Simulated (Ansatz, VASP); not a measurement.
# Pd: VASP beside Ansatz

```xyz
2
Lattice="2.7178 0.0000 0.0000 -1.3589 2.3537 0.0000 0.0000 0.0000 4.5624" Properties=species:S:1:pos:R:3 pbc="T T T"
Pd    0.0000    1.5691    1.1406
Pd    1.3589    0.7846    3.4218
```

Alike in both runs: task single point; functional RPBE; k mesh 15 × 15 × 8; occupations fermi-dirac, width 0.05 eV; collinear spin.

|  | VASP | Ansatz |
| --- | --- | --- |
| version | VASP 6.6.1 | Ansatz 0.2.0 |
| potentials or method | VASP PAW PBE potentials, release 64 (Pd), cutoff 520 eV | plane waves (420 eV) with PAW, scalar-relativistic |
| valence electrons in the cell | 20 | 36 |

Ansatz gave:

- pressure (GPa): 15.3
- traceless stress, the component that is largest in VASP (GPa): -1.06
- net moment per atom (μB): 0.26
- size of the moment on the site where the two differ most (μB): 0.27

**Question.** What did VASP give for the same quantities?

**Answer.** Pressure (GPa): 15.0; traceless stress, the component that is largest in VASP (GPa): -1.12; net moment per atom (μB): 0.27; size of the moment on the site where the two differ most (μB): 0.27.

VASP's potentials were made for PBE, not for RPBE. Site moments also hang on the region over which each program counts them. VASP's potentials hold 20 valence electrons a cell and Ansatz's 36, so a difference there can come from the potentials and not from the codes.
